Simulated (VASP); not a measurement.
A run of VASP 6.6.1 is set up as follows.

The input INCAR:

```
ALGO = Normal
EDIFF = 1E-6
ENCUT = 520
GGA = PE
ISIF = 2
ISMEAR = -1
ISYM = 0
LASPH = T
LCHARG = T
LELF = T
LREAL = F
LVHAR = T
LWAVE = F
NBANDS = 41
NELM = 80
PREC = Accurate
SIGMA = 0.2482
```

The input KPOINTS:

```
Automatic mesh
0
Gamma
  1 1 1
  0.25 0.25 0.25
```

Contents of POSCAR:

```
SiC6
1.0
    5.2607330000     -0.0401340000      0.1481530000
   -0.0401340000      5.1317960000      0.1176100000
    0.1481530000      0.1176100000      5.3357620000
Si C
2 12
Direct
    0.4727869617     -0.0398554661      0.6795506611
    1.0138963845      0.6280253174      1.0022949208
    0.7739314863      0.8518003283      0.4696917688
    0.4633058707      0.6424742994      0.1266837694
    0.3201520740      0.1853576590      1.0405092273
    0.2976881967      0.9021167218      0.0071374347
    0.5910408759      0.5099612647      0.9478076377
    0.0363454602      0.8364202913      0.5582210977
    0.1205711086      0.5660333751      0.6322097656
    0.7181372443      0.7182434589      0.2314072853
    0.1801491336      1.0549224577      0.5010480106
    0.1621224919      0.3616716200      0.4650340227
    0.2226552964      0.3940443228      0.1868035713
    0.5016471500      0.2703267801      0.8369629937
```

Potentials or basis: VASP PAW PBE potentials, release 64 (Si, C).

The run is started by

```console
$ cat potpaw_PBE.64/Si/POTCAR potpaw_PBE.64/C/POTCAR > POTCAR
$ mpirun -np 1 vasp_std > vasp.out
```

Predict the band gap on the k mesh.

1.50 eV.

What does it give for the pressure?

-7.7 GPa.

What does it give for the largest force?

8.116 eV/Å.

Stress tensor (GPa, compression positive):
```
 -2.77  -1.57   0.71
 -1.57 -16.50  -8.94
  0.71  -8.94  -3.85
```

Caveat: the k points lie up to 1.23 Å⁻¹ apart.
